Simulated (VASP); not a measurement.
A run of VASP 6.6.1:

INCAR

```
PREC = Accurate
ENCUT = 520
EDIFF = 1E-8
ISMEAR = -1
SIGMA = 0.03
LREAL = F
LASPH = T
NELM = 150
ALGO = Normal
ISIF = 2
LWAVE = F
LCHARG = F
ISPIN = 2
MAGMOM = 1.5 0
LORBIT = 11
LMAXMIX = 4
LEFG = T
NBANDS = 19
```

KPOINTS

```
Automatic mesh
0
Gamma
  17 17 17
```

Contents of POSCAR:

```
NiO
1.0
    0.0000000000      2.0913100000      2.1540493000
    2.0913100000      0.0000000000      2.1540493000
    2.0913100000      2.0913100000      0.0000000000
Ni O
1 1
Direct
    0.0000000000      0.0000000000      0.0000000000
    0.5000000000      0.5000000000      0.5000000000
```

Potentials or basis: VASP PAW LDA potentials, release 64 (Ni, O).

Launch:

```sh
$ cat potpaw_LDA.64/Ni/POTCAR potpaw_LDA.64/O/POTCAR > POTCAR
$ mpirun -np 1 vasp_std > vasp.out
```

Hardware: 1 thread of Intel Xeon 6975P-C, with other jobs on the host.

Question: How long does it take, and how much memory?

Answer: It took 7.5 min on 1 thread of Intel Xeon 6975P-C, on a shared host, peak memory 0.32 GiB. Counts: scf iterations 29, k points 405.
